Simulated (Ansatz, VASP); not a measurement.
## SiSbSe: VASP beside Ansatz

```xyz
6
Lattice="4.5407 0.0000 0.0000 -2.2703 3.9323 0.0000 0.0000 0.0000 7.7495" Properties=species:S:1:pos:R:3 pbc="T T T"
Si    2.2703    1.3108    7.0614
Si    0.0000    2.6216    3.1866
Sb    2.2703    1.3108    4.2780
Sb    0.0000    2.6216    0.4033
Se    0.0000    0.0000    6.0195
Se    0.0000    0.0000    2.1448
```

Change from the starting cell: species swapped into the TbGeAu type (P6_3mc, No. 186).

Alike in both runs: functional PBE; k mesh 4 × 4 × 2; occupations gaussian, width 0.2 eV; no spin polarisation.

Ansatz relaxed the structure, and its values are those at the end. VASP's run is a single point on that final structure, the one shown.

```csv
,VASP,Ansatz
version,VASP 6.6.1,Ansatz 0.2.0
potentials or method,"VASP PAW PBE potentials, release 64 (Si, Sb, Se), cutoff 520 eV","scalar-relativistic, plane waves, PAW"
valence electrons in the cell,30,70
```

Ansatz gave:

* gap on the k mesh at the Fermi level (eV): none
* pressure (GPa): 0.1
* rms of the force components (eV/Å): 0.013

Question: Estimate VASP's values.

Answer: gap on the k mesh at the Fermi level (eV): none; pressure (GPa): 0.1; rms of the force components (eV/Å): 0.012.

A gap of «none» marks a metal or a gap that the smearing closes. With one functional, cell and mesh, what is left measures potentials, basis and numerics. VASP's potentials hold 30 valence electrons a cell and Ansatz's 70, so a difference there can come from the potentials and not from the codes.

The k mesh is coarse, so the values compare programs but aren't converged. Spin-orbit coupling is off throughout.
